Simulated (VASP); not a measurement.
Runs of VASP 6.6.1 on Tl. The structure is that of space group P6/mmm (No. 191), or close to it. The cells are those of the table. This isn't the form of Tl at room conditions, which is hcp.

```csv
task,cell,cutoff (eV),smearing,gap on the mesh (eV),pressure (GPa)
single point,"a = 5.438, b = 5.438, c = 3.342 Å, angles 90.0, 90.0, 120.0°, 3 atoms",520,fermi-dirac 0.1 eV,none,3.5
single point,"a = 4.499, b = 4.499, c = 2.712 Å, angles 90.0, 90.0, 120.0°, 3 atoms",520,fermi-dirac 0.1 eV,none,119.9
single point,"a = 5.630, b = 5.630, c = 3.465 Å, angles 90.0, 90.0, 120.0°, 3 atoms",520,fermi-dirac 0.1 eV,none,-0.1
single point,"a = 4.499, b = 4.499, c = 2.712 Å, angles 90.0, 90.0, 120.0°, 3 atoms",520,tetrahedron,none,(a)
single point,"a = 5.015, b = 5.015, c = 3.057 Å, angles 90.0, 90.0, 120.0°, 3 atoms",520,fermi-dirac 0.1 eV,none,(b)
relaxation of shape and atoms at fixed volume,"relaxed from a = 4.468, b = 4.468, c = 2.750 Å, angles 90.0, 90.0, 120.0°, 3 atoms",600,fermi-dirac 0.1 eV,none,120.0
```

Alike in all rows: level PBE; potentials or basis VASP PAW PBE potentials, release 64 (Tl_d); no spin polarisation; k mesh 7 × 7 × 10.

**Question.** Estimate the missing entries.

**Answer.** (a) 121.0; (b) 24.2.

Caveats: spin-orbit coupling is left out, which moves the levels of the heavy elements; the cell stands under pressure (at least some runs); tetrahedron occupations give inexact forces and stress in metals (at least some runs).

A k mesh can miss the band edges, and the runs leave out spin-orbit coupling on Tl.

A gap of «none» marks levels without a gap at the run's occupations.
